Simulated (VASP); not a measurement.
# GeW (P6/mmm) in VASP: a series of runs

Runs on GeW. Level: PBE. Tasks: single point.

Everything below comes from runs of VASP 6.6.1. Logs are shortened: lines on timing, memory, paths and dates and some standing lists are left out, and cuts for length are marked.

## Step 1: The cell of the first run

The structure is hexagonal, space group P6/mmm (No. 191). The conventional cell has a = 2.832 Å, b = 2.832 Å, c = 5.154 Å, α = 90.00°, β = 90.00°, γ = 120.00°. Ge (site symmetry 6/mmm) has 2 W at 2.58 Å and 6 Ge at 2.83 Å within 3.4 Å. Within 3.4 Å of W (site symmetry 6/mmm) lie 2 Ge at 2.58 Å and 6 W at 2.83 Å.

The cell was generated, and may not be a known phase.

## Step 2: Single point, PBE

Contents of INCAR:

```
SYSTEM = GeW
PREC = Accurate
ENCUT = 500
EDIFF = 1E-6
ISMEAR = 0
SIGMA = 0.2
LREAL = .FALSE.
LASPH = .TRUE.
NELM = 120
ALGO = Normal
ISIF = 2
LWAVE = .FALSE.
LCHARG = .FALSE.
GGA = PE
NBANDS = 21
GGA_COMPAT = .FALSE.
```

Contents of KPOINTS:

```
regular mesh
0
G
  6 6 5
  0 0 0
```

Contents of POSCAR:

```
GeW
1.0
    2.8321047562      0.0000000024      0.0000000000
   -1.4160523801      2.4526746639      0.0000000000
    0.0000000000      0.0000000000      5.1544395242
Ge W
1 1
Direct
    0.0000000000      0.0000000000      0.5000000000
    0.0000000000      0.0000000000      0.0000000000
```

Potentials or basis: VASP PAW PBE potentials, release 64 (Ge_d, W_sv).

Launch:

```sh
> cat potpaw_PBE.64/Ge_d/POTCAR potpaw_PBE.64/W_sv/POTCAR > POTCAR
> mpirun -np 1 vasp_std > vasp.out
```

OUTCAR:

```text
SYSTEM = GeW
   PREC = Accurate
   ENCUT = 500
   EDIFF = 1E-6
   ISMEAR = 0
   LREAL = .FALSE.
   LASPH = .TRUE.
   NELM = 120
   ISIF = 2
   GGA = PE

 ion  position               nearest neighbor table
   1  0.000  0.000  0.500-   2 2.58   2 2.58
   2  0.000  0.000  0.000-   1 2.58   1 2.58

  LATTYP: Found a hexagonal cell.
 ALAT       =     2.8321047562
 C/A-ratio  =     1.8200031312

  Lattice vectors:

 A1 = (   2.8321047562,   0.0000000024,   0.0000000000)
 A2 = (  -1.4160523801,   2.4526746639,   0.0000000000)
 A3 = (   0.0000000000,   0.0000000000,   5.1544395242)

Analysis of symmetry for initial positions (statically):
=====================================================================
 Subroutine PRICEL returns:
 Original cell was already a primitive cell.

 Routine SETGRP: Setting up the symmetry group for a
 hexagonal supercell.

 Subroutine GETGRP returns: Found 24 space group operations
 (whereof 24 operations were pure point group operations)
 out of a pool of 24 trial point group operations.

The static configuration has the point symmetry D_6h.

Analysis of symmetry for dynamics (positions and initial velocities):
=====================================================================
 Subroutine PRICEL returns:
 Original cell was already a primitive cell.

 Routine SETGRP: Setting up the symmetry group for a
 hexagonal supercell.

 Subroutine GETGRP returns: Found 24 space group operations
 (whereof 24 operations were pure point group operations)
 out of a pool of 24 trial point group operations.

The dynamic configuration has the point symmetry D_6h.

 Subroutine INISYM returns: Found 24 space group operations
 (whereof 24 operations are pure point group operations),
 and found     1 'primitive' translations

----------------------------------------------------------------------------------------

                                     Primitive cell

  volume of cell :      35.8039

  direct lattice vectors                    reciprocal lattice vectors
     2.832104756  0.000000002  0.000000000     0.353094283  0.203859080  0.000000000
    -1.416052380  2.452674664  0.000000000    -0.000000000  0.407718159  0.000000000
[... 74 lines left out ...]
   ICHARG =      2    charge: 1-file 2-atom 10-const
   ISPIN  =      1    spin polarized calculation?
   LNONCOLLINEAR =      F non collinear calculations
   LSORBIT =      F    spin-orbit coupling
   LASPH  =      T    aspherical Exc in radial PAW
   ENCUT  =  500.0 eV  36.75 Ry    6.06 a.u.   5.16  5.16  9.40*2*pi/ulx,y,z
   NELM   =    120;   NELMIN=  2; NELMDL= -5     # of ELM steps
   EDIFF  = 0.1E-05   stopping-criterion for ELM
   LREAL  =      F    real-space projection
   EDIFFG = 0.1E-04   stopping-criterion for IOM
   NSW    =      0    number of steps for IOM
   IBRION =     -1    ionic relax: 0-MD 1-quasi-New 2-CG
   NFREE  =      0    steps in history (QN), initial steepest desc. (CG)
   ISIF   =      2    stress and relaxation
   ISYM   =      2    0-nonsym 1-usesym 2-fastsym
   POTIM  = 0.5000    time-step for ionic-motion
   TEBEG  =    0.0;   TEEND  =   0.0 temperature during run
   PSTRESS=    0.0 pullay stress
   NELECT =      28.0000    total number of electrons
   NUPDOWN=      -1.0000    fix difference up-down
   EMIN   =  10.00;   EMAX   =-10.00  energy-range for DOS
   EFERMI =   0.00;   METHOD = LEGACY
   ISMEAR =     0;   SIGMA  =   0.20  broadening in eV -4-tet -1-fermi 0-gaus
   EFERMI_NEDOS =   21; number of points for ismear=-14 and -15
   IALGO  =     38    algorithm
   IMIX   =      4    mixing-type and parameters
     AMIX     =   0.40;   BMIX     =  1.00
     AMIX_MAG =   1.60;   BMIX_MAG =  1.00
  volume/ion in A,a.u.               =      17.90       120.81
  Fermi-wavevector in a.u.,A,eV,Ry     =   1.508287  2.850249 30.952290  2.274929
  Thomas-Fermi vector in A             =   2.618761
   LORBIT       =      0    0 simple, 1 ext, 2 COOP (PROOUT), +10 PAW based schemes
   GGA     = PE    functional components
   LHFCALC =     F    Hartree Fock is set to
   AEXX    =    0.0000 exact exchange contribution
   IVDW    =     0    specifies the selected vdW correction
   LEPSILON=     F    determine dielectric tensor
   LRPA    =     F    only Hartree local field effects (RPA)
 non-spin polarized calculation
 Gauss-broadening in eV      SIGMA  =   0.20
  energy-cutoff  :      500.00
  volume of cell :       35.80
 maximum number of plane-waves:       915
 NGX is ok and might be reduce to    24
   NGX = 11   NGY = 11   NGZ = 19

 number of electron      28.0000008 magnetization

 Free energy of the ion-electron system (eV)
  ---------------------------------------------------
  ext. energy  EPLUGINS =         0.00000000
  ---------------------------------------------------
  free energy    TOTEN  =       -15.61500211 eV

  energy without entropy =      -15.58141788  energy(sigma->0) =      -15.59821000

 E-fermi :   8.5684     XC(G=0): -12.2070

 val. band max:        8.5471077740   @ k =   0.3333   0.1667   0.0000
 cond. band min:       8.6010814915   @ k =   0.3333   0.3333   0.2000
 fundamental gap:      0.0539737175
 Fermi energy:         8.5683709181

 k-point     1 :       0.0000    0.0000    0.0000
  band No.  band energies     occupation
      1     -65.5051      2.00000
      2     -29.8842      2.00000
      3     -29.1743      2.00000
      4     -29.1743      2.00000
      5     -16.3885      2.00000
      6     -16.3885      2.00000
[... 493 lines left out ...]
     20      15.6931      0.00000
     21      20.3355      0.00000

------------------------ aborting loop because EDIFF is reached ----------------------------------------

  FORCE on cell =-STRESS in cart. coord.  units (eV):
  Direction    XX          YY          ZZ          XY          YZ          ZX
  --------------------------------------------------------------------------------------
  -------------------------------------------------------------------------------------
  Total        0.0069120      0.0069120      0.0605539      0.0000000     -0.0000000      0.0000000
  in kB        0.3093030      0.3093030      2.7097030      0.0000000     -0.0000000      0.0000000
  external PRESSURE =       1.1094363 kB  Pullay stress =       0.0000000 kB

 VOLUME and BASIS-vectors are now :
 -----------------------------------------------------------------------------
  energy-cutoff  :      500.00
  volume of cell :       35.80
      direct lattice vectors                 reciprocal lattice vectors
     2.832104756  0.000000002  0.000000000     0.353094283  0.203859080  0.000000000
    -1.416052380  2.452674664  0.000000000    -0.000000000  0.407718159  0.000000000
     0.000000000  0.000000000  5.154439524     0.000000000  0.000000000  0.194007514

 POSITION                                       TOTAL-FORCE (eV/Angst)
 -----------------------------------------------------------------------------------
      0.00000      0.00000      2.57722         0.000000      0.000000      0.000000
      0.00000      0.00000      0.00000        -0.000000      0.000000      0.000000
 -----------------------------------------------------------------------------------
    total drift:                               -0.000000      0.000000     -0.000000

  FREE ENERGIE OF THE ION-ELECTRON SYSTEM (eV)
  ---------------------------------------------------
  free  energy   TOTEN  =       -15.6150021140 eV

  energy  without entropy=      -15.5814178826  energy(sigma->0) =      -15.59821000
```

OSZICAR:

```text
N       E                     dE             d eps       ncg     rms          rms(c)
DAV:   1     0.224702292506E+03    0.22470E+03   -0.13967E+04  1021   0.289E+03
DAV:   2     0.490234018908E+01   -0.21980E+03   -0.21281E+03   927   0.611E+02
DAV:   3    -0.157158688923E+02   -0.20618E+02   -0.20279E+02  1005   0.123E+02
DAV:   4    -0.161642387911E+02   -0.44837E+00   -0.44797E+00   982   0.190E+01
DAV:   5    -0.161701435328E+02   -0.59047E-02   -0.59046E-02  1007   0.256E+00    0.158E+01
DAV:   6    -0.157370044089E+02    0.43314E+00   -0.96789E-01   952   0.735E+00    0.577E+00
DAV:   7    -0.156343088047E+02    0.10270E+00   -0.49389E-01  1084   0.463E+00    0.177E+00
DAV:   8    -0.156161851618E+02    0.18124E-01   -0.69629E-02  1027   0.182E+00    0.320E-01
DAV:   9    -0.156150250840E+02    0.11601E-02   -0.38192E-03  1068   0.767E-01    0.672E-02
DAV:  10    -0.156150130644E+02    0.12020E-04   -0.15080E-04  1178   0.146E-01    0.251E-02
DAV:  11    -0.156150024184E+02    0.10646E-04   -0.57099E-05  1139   0.116E-01    0.895E-03
DAV:  12    -0.156150021140E+02    0.30438E-06   -0.21894E-06   836   0.167E-02
   1 F= -.15615002E+02 E0= -.15598210E+02  d E =-.335842E-01
```

Run time: 18 s. Hardware: 1 thread of AMD EPYC 7R13 (Zen 3), shared host; peak memory 0.14 GiB.

Results:

- Free energy: -15.6150 eV
- Pressure: 0.1 GPa
- Band gap on the k mesh: zero (bands 14 and 15 overlap by 2.15 eV)

Stress tensor (GPa, compression positive):
```
0.03 0.00 0.00
0.00 0.03 0.00
0.00 0.00 0.27
```

Levels at points of the mesh, in eV from the Fermi level:
| k point | band 12 | band 13 | band 14 | band 15 | band 16 | band 17 |
| --- | --- | --- | --- | --- | --- | --- |
| (0.00, 0.00, 0.00) | -4.14 | -0.31 | -0.31 | 0.60 | 2.55 | 2.55 |
| (0.50, 0.00, 0.00) | -4.18 | -3.19 | 0.51 | 1.39 | 2.65 | 3.40 |

Caveat: the k points lie up to 0.43 Å⁻¹ apart, too coarse for converged energies and pressures of a metal; spin-orbit coupling is left out, which moves the levels of the heavy elements.

## Step 3: Single point, PBE

This run uses another cell than the first one, of 17.97 Å³/atom.

Contents of INCAR:

```
PREC     = Accurate       # precision mode
ENCUT    = 500            # plane-wave cutoff, eV
EDIFF    = 1E-6           # SCF threshold, eV
ISMEAR   = 0              # smearing method
SIGMA    = 0.2            # smearing width, eV
LREAL    = False          # projectors in reciprocal space
LASPH    = True           # aspherical terms in the spheres
NELM     = 120            # most SCF steps
ALGO     = Normal         # electronic algorithm
ISIF     = 2              # what is computed and relaxed
LWAVE    = False          # write WAVECAR
LCHARG   = False          # write CHGCAR
GGA      = PE             # functional
NBANDS   = 21             # bands
GGA_COMPAT= False
```

Contents of KPOINTS:

```
regular mesh
0
Gamma
  7 7 5
```

Contents of POSCAR:

```
GeW
1.0
    2.8112946866      0.0000000024      0.0000000000
   -1.4056473454      2.4346526149      0.0000000000
    0.0000000000      0.0000000000      5.2521720050
Ge W
1 1
Direct
    0.0000000000      0.0000000000      0.6355548188
    0.0000000000      0.0000000000      0.1355548412
```

Potentials or basis: VASP PAW PBE potentials, release 64 (Ge_d, W_sv).

Launch:

```sh
> cat potpaw_PBE.64/Ge_d/POTCAR potpaw_PBE.64/W_sv/POTCAR > POTCAR
> mpirun -np 1 vasp_std > vasp.out
```

OUTCAR:

```text
PREC = Accurate
   ENCUT = 500
   EDIFF = 1E-6
   ISMEAR = 0
   LREAL = False
   LASPH = True
   NELM = 120
   ISIF = 2
   GGA = PE

 ion  position               nearest neighbor table
   1  0.000  0.000  0.636-   2 2.63   2 2.63
   2  0.000  0.000  0.136-   1 2.63   1 2.63

  LATTYP: Found a hexagonal cell.
 ALAT       =     2.8112946866
 C/A-ratio  =     1.8682395802

  Lattice vectors:

 A1 = (   2.8112946866,   0.0000000024,   0.0000000000)
[... 761 lines left out ...]

------------------------ aborting loop because EDIFF is reached ----------------------------------------

  FORCE on cell =-STRESS in cart. coord.  units (eV):
  Direction    XX          YY          ZZ          XY          YZ          ZX
  --------------------------------------------------------------------------------------
  -------------------------------------------------------------------------------------
  Total        0.0294023      0.0294023     -0.0582834     -0.0000000      0.0000000      0.0000000
  in kB        1.3104169      1.3104169     -2.5976060     -0.0000000      0.0000000      0.0000000
  external PRESSURE =       0.0077426 kB  Pullay stress =       0.0000000 kB

 VOLUME and BASIS-vectors are now :
 -----------------------------------------------------------------------------
  energy-cutoff  :      500.00
  volume of cell :       35.95
      direct lattice vectors                 reciprocal lattice vectors
     2.811294687  0.000000002  0.000000000     0.355707996  0.205368108  0.000000000
    -1.405647345  2.434652615  0.000000000    -0.000000000  0.410736215  0.000000000
     0.000000000  0.000000000  5.252172005     0.000000000  0.000000000  0.190397420

 POSITION                                       TOTAL-FORCE (eV/Angst)
 -----------------------------------------------------------------------------------
      0.00000      0.00000      3.33804         0.000000      0.000000      0.000000
      0.00000      0.00000      0.71196        -0.000000     -0.000000     -0.000000
 -----------------------------------------------------------------------------------
    total drift:                               -0.000000     -0.000001     -0.000262

  FREE ENERGIE OF THE ION-ELECTRON SYSTEM (eV)
  ---------------------------------------------------
  free  energy   TOTEN  =       -15.6553215475 eV

  energy  without entropy=      -15.6091348266  energy(sigma->0) =      -15.63222819
```

It took 18 s on 1 thread of AMD EPYC 7R13 (Zen 3), shared host; peak memory 0.13 GiB.

Results:

```yaml
Free_energy: -15.6553 eV
Pressure: 0.0 GPa
Band_gap_on_the_k_mesh: zero (bands 14 and 15 overlap by 1.60 eV)
```

Caveat: the k points lie up to 0.37 Å⁻¹ apart, too coarse for converged energies and pressures of a metal; spin-orbit coupling is left out, which moves the levels of the heavy elements.

The gap in the log of VASP goes by the Fermi energy; the results here count the filled bands.